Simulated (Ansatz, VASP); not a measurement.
Mn: VASP beside Ansatz

```
Mn
1.0
     0.00000    1.97665    1.97665
     1.97665    0.00000    1.97665
     1.97665    1.97665    0.00000
Mn
1
Direct
  0.00000 0.00000 0.00000
```

Alike in both runs: functional r2SCAN; k mesh 24 × 24 × 24; occupations gaussian, width 0.1 eV; collinear spin.

Ansatz relaxed the structure, and its values are those at the end. VASP's run is a single point on that final structure, the one shown.

|  | VASP | Ansatz |
| --- | --- | --- |
| version | VASP 6.6.1 | Ansatz 0.2.0 |
| potentials or method | VASP PAW PBE potentials, release 64 (Mn_pv), cutoff 520 eV | scalar-relativistic, plane waves, PAW |
| valence electrons in the cell | 13 | 15 |

```csv
,VASP,Ansatz,Ansatz less VASP
gap on the k mesh at the Fermi level (eV),none,none,-
pressure (GPa),0.2,0.0,-0.23
net moment per atom (μB),3.83,3.82,-0.004
size of the moment on the site where the two differ most (μB),3.76,3.80,+0.041
```

VASP's potentials were made for PBE, not for r2SCAN. Site moments also hang on the region over which each program counts them. A gap of «none» marks a metal or a gap that the smearing closes. VASP's potentials hold 13 valence electrons a cell and Ansatz's 15, so a difference there can come from the potentials and not from the codes.
